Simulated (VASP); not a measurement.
Input of a VASP 6.6.1 run:

Contents of INCAR:

```
SYSTEM = Hf
PREC     = Accurate       ! precision mode
ENCUT    = 520            ! plane-wave cutoff, eV
EDIFF    = 1E-6           ! SCF threshold, eV
ISMEAR   = 0              ! smearing method
SIGMA    = 0.15           ! smearing width, eV
LREAL    = .False.        ! projectors in reciprocal space
LASPH    = .True.         ! aspherical terms in the spheres
NELM     = 100            ! most SCF steps
ALGO     = Fast           ! electronic algorithm
ISIF     = 2              ! what is computed and relaxed
LWAVE    = .False.        ! write WAVECAR
LCHARG   = .True.         ! write CHGCAR
GGA      = PS             ! functional
LELF     = .True.         ! ELF
LVHAR    = .True.       
NBANDS   = 11             ! bands
```

KPOINTS

```
Automatic mesh
0
Gamma
  18 18 18
  0 0 0
```

POSCAR

```
Hf
1.0
    0.0000000000      2.2200000000      2.2200000000
    2.1756000000      0.0000000000      2.2200000000
    2.1756000000      2.2200000000      0.0000000000
Hf
1
Direct
    0.0000000000      0.0000000000      0.0000000000
```

Potentials or basis: VASP PAW PBE potentials, release 64 (Hf_pv).

Command:

```sh
$ cat potpaw_PBE.64/Hf_pv/POTCAR > POTCAR
$ mpirun -np 1 vasp_std > vasp.out
```

(1) Predict the pressure.

(2) What does it give for the band gap on the k mesh?

Answers

(1) 0.2 GPa.

(2) zero (band 5 reaches 6.25 eV, above the bottom of band 6 at 4.15 eV).

Caveat: the cell differs from its parent crystal (strain -0.0200 x Voigt [1, 0, 0, 0, 0, 0]); the PAW data sets were made with another functional, which shifts forces and pressure a little; spin-orbit coupling is left out, which moves the levels of the heavy elements.
